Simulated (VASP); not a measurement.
# BiF (P6_3/mmc) in VASP: notebook

Runs on BiF. Level: PBE. Tasks: single point.

Everything below comes from runs of VASP 6.6.1. Logs are shortened: lines on timing, memory, paths and dates and some standing lists are left out, and cuts for length are marked.

## 1. The cell of the first run

It takes space group P6_3/mmc (No. 194, hexagonal). The conventional cell has a = 3.658 Å, b = 3.658 Å, c = 12.054 Å, α = 90.00°, β = 90.00°, γ = 120.00°. Within 3.4 Å of Bi (site symmetry 3m) lie 6 F at 2.59 Å and 1 Bi at 3.01 Å. Within 3.4 Å of F (site symmetry -6m2) lie 6 Bi at 2.59 Å. F (site symmetry -3m) has 6 Bi at 2.59 Å within 3.4 Å.

## 2. Single point, PBE

INCAR reads:

```
  PREC = Accurate
  ENCUT = 520
  EDIFF = 1E-7
  ISMEAR = 0
  SIGMA = 0.1
  LREAL = False
  LASPH = True
  NELM = 100
  ALGO = Fast
  ISIF = 2
  LWAVE = False
  LCHARG = False
  GGA = PE
  NBANDS = 54
```

KPOINTS reads:

```
regular mesh
0
Gamma
  6 6 2
```

POSCAR reads:

```
BiF
1.0
    3.6580273400      0.0000000000      0.0000000000
   -1.8290136700      3.1679446100      0.0000000000
    0.0000000000      0.0000000000     12.0538558200
Bi F
4 4
Direct
    0.3333333300      0.6666666700      0.8750000000
    0.6666666700      0.3333333300      0.1250000000
    0.6666666700      0.3333333300      0.3750000000
    0.3333333300      0.6666666700      0.6250000000
    0.6666666700      0.3333333300      0.7500000000
    0.0000000000      0.0000000000      0.0000000000
    0.3333333300      0.6666666700      0.2500000000
    0.0000000000      0.0000000000      0.5000000000
```

Potentials or basis: VASP PAW PBE potentials, release 64 (Bi_d, F).

Started as:

```
> cat potpaw_PBE.64/Bi_d/POTCAR potpaw_PBE.64/F/POTCAR > POTCAR
> mpirun -np 1 vasp_std > vasp.out
```

OUTCAR:

```text
PREC = Accurate
   ENCUT = 520
   EDIFF = 1E-7
   ISMEAR = 0
   LREAL = False
   LASPH = True
   NELM = 100
   ISIF = 2
   GGA = PE

 ion  position               nearest neighbor table
   1  0.333  0.667  0.875-   6 2.59   5 2.59   5 2.59   6 2.59   6 2.59   5 2.59   4 3.01   2 3.68
                             2 3.68   2 3.68
   2  0.667  0.333  0.125-   7 2.59   6 2.59   7 2.59   6 2.59   6 2.59   7 2.59   3 3.01   1 3.68
                             1 3.68   1 3.68
   3  0.667  0.333  0.375-   7 2.59   8 2.59   7 2.59   8 2.59   8 2.59   7 2.59   2 3.01   4 3.68
                             4 3.68   4 3.68
   4  0.333  0.667  0.625-   8 2.59   5 2.59   5 2.59   8 2.59   8 2.59   5 2.59   1 3.01   3 3.68
                             3 3.68   3 3.68
   5  0.667  0.333  0.750-   1 2.59   4 2.59   1 2.59   4 2.59   1 2.59   4 2.59
   6  0.000  0.000  0.000-   1 2.59   2 2.59   2 2.59   1 2.59   2 2.59   1 2.59
   7  0.333  0.667  0.250-   2 2.59   3 2.59   2 2.59   3 2.59   2 2.59   3 2.59
   8  0.000  0.000  0.500-   3 2.59   4 2.59   3 2.59   4 2.59   3 2.59   4 2.59

  LATTYP: Found a hexagonal cell.
 ALAT       =     3.6580273400
 C/A-ratio  =     3.2951792591

  Lattice vectors:

 A1 = (   3.6580273400,   0.0000000000,   0.0000000000)
 A2 = (  -1.8290136700,   3.1679446100,   0.0000000000)
 A3 = (   0.0000000000,   0.0000000000,  12.0538558200)

Analysis of symmetry for initial positions (statically):
=====================================================================
 Subroutine PRICEL returns:
 Original cell was already a primitive cell.

 Routine SETGRP: Setting up the symmetry group for a
 hexagonal supercell.

 Subroutine GETGRP returns: Found 24 space group operations
 (whereof 12 operations were pure point group operations)
 out of a pool of 24 trial point group operations.

The static configuration has the point symmetry D_3d.
 The point group associated with its full space group is D_6h.

Analysis of symmetry for dynamics (positions and initial velocities):
=====================================================================
 Subroutine PRICEL returns:
 Original cell was already a primitive cell.

 Routine SETGRP: Setting up the symmetry group for a
 hexagonal supercell.

 Subroutine GETGRP returns: Found 24 space group operations
 (whereof 12 operations were pure point group operations)
 out of a pool of 24 trial point group operations.

The dynamic configuration has the point symmetry D_3d.
 The point group associated with its full space group is D_6h.

 Subroutine INISYM returns: Found 24 space group operations
 (whereof 12 operations are pure point group operations),
 and found     1 'primitive' translations

----------------------------------------------------------------------------------------

                                     Primitive cell

  volume of cell :     139.6852

  direct lattice vectors                    reciprocal lattice vectors
     3.658027340  0.000000000  0.000000000     0.273371385  0.157831042  0.000000000
    -1.829013670  3.167944610  0.000000000     0.000000000  0.315662085  0.000000000
     0.000000000  0.000000000 12.053855820     0.000000000  0.000000000  0.082961006

  length of vectors
     3.658027340  3.658027345 12.053855820     0.315662085  0.315662085  0.082961006

  position of ions in fractional coordinates (direct lattice)
     0.333333330  0.666666670  0.875000000
     0.666666670  0.333333330  0.125000000
     0.666666670  0.333333330  0.375000000
     0.333333330  0.666666670  0.625000000
     0.666666670  0.333333330  0.750000000
     0.000000000  0.000000000  0.000000000
     0.333333330  0.666666670  0.250000000
     0.000000000  0.000000000  0.500000000

  ion indices of the primitive-cell ions
   primitive index   ion index
                 1           1
                 2           2
                 3           3
                 4           4
                 5           5
                 6           6
                 7           7
                 8           8

----------------------------------------------------------------------------------------

 KPOINTS: regular mesh

Automatic generation of k-mesh.
 Grid dimensions read from file:
 generate k-points for:    6    6    2

 Generating k-lattice:

  Cartesian coordinates                     Fractional coordinates (reciprocal lattice)
     0.045561897  0.026305174  0.000000000     0.166666667 -0.000000000  0.000000000
     0.000000000  0.052610347  0.000000000     0.000000000  0.166666667  0.000000000
     0.000000000  0.000000000  0.041480503     0.000000000  0.000000000  0.500000000

  Length of vectors
     0.052610348  0.052610347  0.041480503

  Shift w.r.t. Gamma in fractional coordinates (k-lattice)
     0.000000000  0.000000000  0.000000000

 Subroutine IBZKPT returns following result:
 ===========================================

 Found     14 irreducible k-points:

 Following reciprocal coordinates:
            Coordinates               Weight
  0.000000  0.000000  0.000000      1.000000
  0.166667  0.000000  0.000000      6.000000
  0.333333  0.000000  0.000000      6.000000
  0.500000  0.000000  0.000000      3.000000
  0.166667  0.166667  0.000000      6.000000
  0.333333  0.166667  0.000000     12.000000
  0.333333  0.333333  0.000000      2.000000
  0.000000  0.000000  0.500000      1.000000
  0.166667  0.000000  0.500000      6.000000
  0.333333  0.000000  0.500000      6.000000
  0.500000  0.000000  0.500000      3.000000
  0.166667  0.166667  0.500000      6.000000
  0.333333  0.166667  0.500000     12.000000
  0.333333  0.333333  0.500000      2.000000
   k-points           NKPTS =     14   k-points in BZ     NKDIM =     14   number of bands    NBANDS=     54
   number of dos      NEDOS =    301   number of ions     NIONS =      8
   total plane-waves  NPLWV =  70560
   dimension x,y,z NGX =    28 NGY =   28 NGZ =   90
   dimension x,y,z NGXF=    56 NGYF=   56 NGZF=  180
   ions per type =               4   4
   NGX,Y,Z   is equivalent  to a cutoff of  12.73, 12.73, 12.41 a.u.
   NGXF,Y,Z  is equivalent  to a cutoff of  25.45, 25.45, 24.83 a.u.
 SYSTEM =  unknown system
   PREC   = accura    normal or accurate (medium, high low for compatibility)
   ISTART =      0    job   : 0-new  1-cont  2-samecut
   ICHARG =      2    charge: 1-file 2-atom 10-const
   ISPIN  =      1    spin polarized calculation?
   LNONCOLLINEAR =      F non collinear calculations
   LSORBIT =      F    spin-orbit coupling
   LASPH  =      T    aspherical Exc in radial PAW
   ENCUT  =  520.0 eV  38.22 Ry    6.18 a.u.   6.80  6.80 22.41*2*pi/ulx,y,z
   NELM   =    100;   NELMIN=  2; NELMDL= -5     # of ELM steps
   EDIFF  = 0.1E-06   stopping-criterion for ELM
   LREAL  =      F    real-space projection
   EDIFFG = 0.1E-05   stopping-criterion for IOM
   NSW    =      0    number of steps for IOM
   IBRION =     -1    ionic relax: 0-MD 1-quasi-New 2-CG
   NFREE  =      0    steps in history (QN), initial steepest desc. (CG)
   ISIF   =      2    stress and relaxation
   ISYM   =      2    0-nonsym 1-usesym 2-fastsym
   POTIM  = 0.5000    time-step for ionic-motion
   TEBEG  =    0.0;   TEEND  =   0.0 temperature during run
   PSTRESS=    0.0 pullay stress
   NELECT =      88.0000    total number of electrons
   NUPDOWN=      -1.0000    fix difference up-down
   EMIN   =  10.00;   EMAX   =-10.00  energy-range for DOS
   EFERMI =   0.00;   METHOD = LEGACY
   ISMEAR =     0;   SIGMA  =   0.10  broadening in eV -4-tet -1-fermi 0-gaus
   EFERMI_NEDOS =   21; number of points for ismear=-14 and -15
   IALGO  =     68    algorithm
   IMIX   =      4    mixing-type and parameters
     AMIX     =   0.40;   BMIX     =  1.00
     AMIX_MAG =   1.60;   BMIX_MAG =  1.00
  volume/ion in A,a.u.               =      17.46       117.83
  Fermi-wavevector in a.u.,A,eV,Ry     =   1.403413  2.652066 26.797607  1.969569
  Thomas-Fermi vector in A             =   2.526077
   LORBIT       =      0    0 simple, 1 ext, 2 COOP (PROOUT), +10 PAW based schemes
   GGA     = PE    functional components
   LHFCALC =     F    Hartree Fock is set to
   AEXX    =    0.0000 exact exchange contribution
   IVDW    =     0    specifies the selected vdW correction
   LEPSILON=     F    determine dielectric tensor
   LRPA    =     F    only Hartree local field effects (RPA)
 non-spin polarized calculation
 RMM-DIIS sequential band-by-band and
 Gauss-broadening in eV      SIGMA  =   0.10
  energy-cutoff  :      520.00
  volume of cell :      139.69
 maximum number of plane-waves:      3789
 NGX is ok and might be reduce to    28
   NGX = 13   NGY = 13   NGZ = 45

 number of electron      87.9999944 magnetization

 Free energy of the ion-electron system (eV)
  ---------------------------------------------------
  ext. energy  EPLUGINS =         0.00000000
  ---------------------------------------------------
  free energy    TOTEN  =       -28.31428395 eV

  energy without entropy =      -28.28836496  energy(sigma->0) =      -28.30132446

 E-fermi :   8.9852     XC(G=0): -10.9663

 val. band max:        8.9766852044   @ k =   0.3333   0.3333   0.0000
 cond. band min:       9.0475242627   @ k =   0.3333   0.0000   0.0000
 fundamental gap:      0.0708390583
 Fermi energy:         8.9851881030

 k-point     1 :       0.0000    0.0000    0.0000
  band No.  band energies     occupation
      1     -16.2506      2.00000
      2     -16.1851      2.00000
      3     -16.0685      2.00000
      4     -16.0011      2.00000
      5     -15.0381      2.00000
      6     -15.0337      2.00000
[... 46 lines left out ...]
     53      15.5858      0.00000
     54      15.7983      0.00000

 k-point     2 :       0.1667    0.0000    0.0000
  band No.  band energies     occupation
      1     -16.2246      2.00000
      2     -16.2120      2.00000
      3     -16.0969      2.00000
      4     -16.0899      2.00000
      5     -15.0290      2.00000
      6     -15.0242      2.00000
[... 46 lines left out ...]
     53      14.7059      0.00000
     54      16.4098      0.00000

 k-point     3 :       0.3333    0.0000    0.0000
  band No.  band energies     occupation
      1     -16.3314      2.00000
      2     -16.2590      2.00000
      3     -16.1500      2.00000
      4     -16.0549      2.00000
      5     -15.0216      2.00000
      6     -15.0065      2.00000
[... 46 lines left out ...]
     53      13.3476      0.00000
     54      14.9161      0.00000
[... 514 lines left out ...]
 k-point    13 :       0.3333    0.1667    0.5000
  band No.  band energies     occupation
      1     -16.3193      2.00000
      2     -16.3193      2.00000
      3     -16.1265      2.00000
      4     -16.1265      2.00000
      5     -15.0014      2.00000
      6     -15.0014      2.00000
[... 46 lines left out ...]
     53      15.3947      0.00000
     54      15.3948      0.00000

 k-point    14 :       0.3333    0.3333    0.5000
  band No.  band energies     occupation
      1     -16.2892      2.00000
      2     -16.2892      2.00000
      3     -16.1870      2.00000
      4     -16.1870      2.00000
      5     -14.9906      2.00000
      6     -14.9906      2.00000
[... 46 lines left out ...]
     53      16.2034      0.00000
     54      16.2036      0.00000

------------------------ aborting loop because EDIFF is reached ----------------------------------------

  FORCE on cell =-STRESS in cart. coord.  units (eV):
  Direction    XX          YY          ZZ          XY          YZ          ZX
  --------------------------------------------------------------------------------------
  -------------------------------------------------------------------------------------
  Total       16.3145380     16.3145380     19.2536621      0.0000000     -0.0000000      0.0000000
  in kB      187.1263051    187.1263058    220.8377986      0.0000000     -0.0000000      0.0000000
  external PRESSURE =     198.3634699 kB  Pullay stress =       0.0000000 kB

 VOLUME and BASIS-vectors are now :
 -----------------------------------------------------------------------------
  energy-cutoff  :      520.00
  volume of cell :      139.69
      direct lattice vectors                 reciprocal lattice vectors
     3.658027340  0.000000000  0.000000000     0.273371385  0.157831042  0.000000000
    -1.829013670  3.167944610  0.000000000     0.000000000  0.315662085  0.000000000
     0.000000000  0.000000000 12.053855820     0.000000000  0.000000000  0.082961006

 POSITION                                       TOTAL-FORCE (eV/Angst)
 -----------------------------------------------------------------------------------
     -0.00000      2.11196     10.54712        -0.000000      0.000000      0.808036
      1.82901      1.05598      1.50673         0.000000     -0.000000     -0.808036
      1.82901      1.05598      4.52020         0.000000     -0.000000      0.808036
     -0.00000      2.11196      7.53366        -0.000000      0.000000     -0.808036
      1.82901      1.05598      9.04039         0.000000     -0.000000      0.000000
      0.00000      0.00000      0.00000        -0.000000     -0.000000      0.000000
     -0.00000      2.11196      3.01346        -0.000000      0.000000      0.000000
      0.00000      0.00000      6.02693         0.000000     -0.000000      0.000000
 -----------------------------------------------------------------------------------
    total drift:                               -0.000083      0.000048     -0.000027

  FREE ENERGIE OF THE ION-ELECTRON SYSTEM (eV)
  ---------------------------------------------------
  free  energy   TOTEN  =       -28.3142839489 eV

  energy  without entropy=      -28.2883649642  energy(sigma->0) =      -28.30132446
```

Run time: 3.8 min. Hardware: 1 thread of Oxide Virtual Turin-like, shared host; peak memory 0.25 GiB.

What came out:

- Free energy: -28.3143 eV
- Pressure: 19.8 GPa
- Largest force: 0.808 eV/Å
- Band gap on the k mesh: zero (bands 44 and 45 overlap by 2.51 eV)

Forces on the atoms (eV/Å):
```
Bi   0.000  0.000  0.808
Bi   0.000  0.000 -0.808
Bi   0.000  0.000  0.808
Bi   0.000  0.000 -0.808
F    0.000  0.000  0.000
F    0.000  0.000  0.000
F    0.000  0.000  0.000
F    0.000  0.000  0.000
```

Levels at points of the mesh, in eV from the Fermi level:
```tsv
k point	band 42	band 43	band 44	band 45	band 46	band 47
(0.00, 0.00, 0.00)	-0.38	0.27	1.93	1.93	2.73	2.73
(0.50, 0.00, 0.00)	-1.62	-1.36	-0.27	-0.24	-0.06	1.73
(0.00, 0.00, 0.50)	-2.49	2.18	2.18	2.18	2.18	2.91
(0.50, 0.00, 0.50)	-2.77	-0.67	-0.67	0.09	0.09	1.80
```

Caveat: the cell stands under pressure; spin-orbit coupling is left out, which moves the levels of the heavy elements.

[end of part 1 of 2]

The gap in the log of VASP goes by the Fermi energy; the results here count the filled bands.